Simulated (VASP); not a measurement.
Set up this calculation in VASP 6.6.1, as the native input.

| Property | Result |
| --- | --- |
| Task | single point |
| Functional | PBE |
| Potentials or basis | VASP PAW PBE potentials, release 64 (N) |
| Cutoff | 520 eV |
| k mesh | 1 × 1 × 1 |
| Occupations | fermi-dirac, width 0.05 eV |
| Spin | no spin polarisation |
| Dipole correction | no |
| Further INCAR settings | LREAL = Auto; ALGO = Normal; EDIFF = 1e-07; NBANDS = 54 |

The structure of N lies in POSCAR:

```
N
1.0
    7.4745810000      0.0000000000      0.0000000000
    0.0000000000      7.4745810000      0.0000000000
    0.0000000000      0.0000000000      7.4745810000
N
16
Direct
    0.2397191227      0.3100775816      0.8589912933
    0.1489581824      0.1987536158      0.8838354953
    0.3488356070      0.4064040513      0.3091276956
    0.4354759150      0.3053147728      0.3752852501
    0.6684521848      0.4974191864      0.7218598608
    0.6816970744      0.5959130017      0.8424552493
    0.4663003853      0.9101513516      0.3598328789
    0.3461732504      0.8526364220      0.2956286112
    0.2169619943      0.8118849739      0.7205487505
    0.0703049442      0.7771806875      0.7400682393
    0.0271453343      1.0944693756      0.3690909230
    0.0025687059      1.0779600890      0.2237048471
    0.7120265337      0.1792341270      0.9839615090
    0.5867084724      0.1491454839      0.9120645023
    0.9191953368      0.5455155279      0.3627494304
    0.8458266758      0.4237294371      0.3295167983
```

One way to write it, as run:

INCAR

```
PREC = Accurate
ENCUT = 520
EDIFF = 1E-7
ISMEAR = -1
SIGMA = 0.05
LREAL = Auto
LASPH = T
NELM = 60
ALGO = Normal
ISIF = 2
LWAVE = F
LCHARG = F
GGA = PE
NBANDS = 54
```

KPOINTS

```
Automatic mesh
0
Gamma
  1 1 1
```

Potentials or basis: VASP PAW PBE potentials, release 64 (N).

The run is started by

```sh
$ cat potpaw_PBE.64/N/POTCAR > POTCAR
$ mpirun -np 1 vasp_gam > vasp.out
```

Results of the run:

* Pressure: 0.7 GPa
* Largest force: 6.816 eV/Å

Caveat: the k points lie up to 0.84 Å⁻¹ apart; the standard files for N, O and F lose accuracy on very short bonds; the atoms stand as in a frame of molecular dynamics.

Run time: 37 s on 1 thread of Intel(R) Xeon(R) Platinum 8488C (Sapphire Rapids) (shared host), peak memory 0.36 GiB.
